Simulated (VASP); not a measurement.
Here is a VASP 6.6.1 calculation.

The input INCAR:

```
PREC = Accurate
ENCUT = 600
EDIFF = 1E-6
ISMEAR = 0
SIGMA = 0.1
LREAL = F
LASPH = T
NELM = 150
ALGO = Normal
ISIF = 3
LWAVE = F
LCHARG = F
ISPIN = 2
MAGMOM = 0.43 0.43 0.43 0.43 0.43 0.43 0 0 0 0
LORBIT = 11
GGA = PE
IBRION = 2
NSW = 90
EDIFFG = -0.04
```

KPOINTS

```
regular mesh
0
Gamma
  3 3 3
```

Contents of POSCAR:

```
C3BrN
1.0
    3.1095390136      1.7952931865      5.0665374475
   -3.1095390136      1.7952931865      5.0665374475
    0.0000000000     -3.5905863731      5.0665374475
C Br N
6 2 2
Direct
    0.2250000000      0.2750000000      0.7500000000
    0.2750000000      0.7500000000      0.2250000000
    0.7750000000      0.7250000000      0.2500000000
    0.2500000000      0.7750000000      0.7250000000
    0.7250000000      0.2500000000      0.7750000000
    0.7500000000      0.2250000000      0.2750000000
    0.7500000000      0.7500000000      0.7500000000
    0.2500000000      0.2500000000      0.2500000000
    0.5000000000      0.5000000000      0.5000000000
    0.0000000000      0.0000000000      0.0000000000
```

Potentials or basis: VASP PAW PBE potentials, release 64 (C, Br, N).

Launch:

```console
$ cat potpaw_PBE.64/C/POTCAR potpaw_PBE.64/Br/POTCAR potpaw_PBE.64/N/POTCAR > POTCAR
$ mpirun -np 1 vasp_std > vasp.out
```

Question: What does it give for the net moment?

Answer: 0.00 μB per cell.

Question: Predict the relaxed volume.

Answer: 10.50 Å³/atom.

Question: Predict the space group after relaxing (to 0.1 Å).

Answer: R-3c (No. 167).

The path:
| step | energy change (eV) | largest force (eV/Å) | pressure (GPa) | volume (Å³) |
| --- | --- | --- | --- | --- |
| 1 | 0.0000 | 0.1846 | -17.10 | 169.70 |
| 2 | -4.0781 | 0.2990 | -14.32 | 129.00 |
| 3 | -5.8299 | 0.1159 | -0.69 | 100.82 |
| 4 | -5.8308 | 0.1099 | 0.57 | 99.68 |
| 5 | -5.8516 | 0.0949 | 0.59 | 99.62 |
| 6 | -5.9206 | 0.0661 | 1.12 | 99.38 |
| 7 | -6.0422 | 0.0048 | 2.83 | 98.67 |
| 8 | -5.9455 | 0.2189 | 9.83 | 96.36 |
| 9 | -1.5815 | 4.9888 | 44.39 | 88.62 |
| 10 | -5.9691 | 0.1245 | 9.84 | 96.20 |
| 11 | -5.5096 | 1.3410 | 19.54 | 92.86 |
| 12 | -6.0087 | 0.1788 | 10.90 | 95.56 |
| 13 | -5.9126 | 0.6231 | 14.50 | 94.28 |
| 14 | -6.0013 | 0.3229 | 12.27 | 95.02 |
| 15 | -6.0050 | 0.3349 | 12.27 | 95.06 |
| 16 | -6.0143 | 0.3727 | 12.27 | 95.16 |
| 17 | -6.0258 | 0.4568 | 12.29 | 95.36 |
| 18 | -6.0223 | 0.6474 | 12.37 | 95.75 |
| 19 | -6.0282 | 0.5496 | 12.32 | 95.56 |
| 20 | -6.0431 | 0.5417 | 12.02 | 95.74 |
| 21 | -6.0856 | 0.5182 | 11.16 | 96.29 |
| 22 | -6.1622 | 0.4724 | 9.51 | 97.40 |
| 23 | -6.2828 | 0.3843 | 6.44 | 99.63 |
| 24 | -6.4034 | 0.2222 | 1.17 | 104.20 |
| 25 | -6.4108 | 0.1771 | -0.21 | 105.60 |
| 26 | -6.4108 | 0.1708 | -0.40 | 105.81 |
| 27 | -6.4128 | 0.1579 | -0.39 | 105.76 |
| 28 | -6.4179 | 0.1194 | -0.35 | 105.60 |
| 29 | -6.4245 | 0.0418 | -0.26 | 105.29 |
| 30 | -6.4226 | 0.1147 | -0.06 | 104.67 |
| 31 | -6.4262 | 0.0212 | -0.19 | 105.04 |

Caveat: the k points lie up to 0.53 Å⁻¹ apart in the final cell, too coarse for converged energies and pressures of a metal; the volume moved by over 15 % at a fixed basis, so the end points are rough.
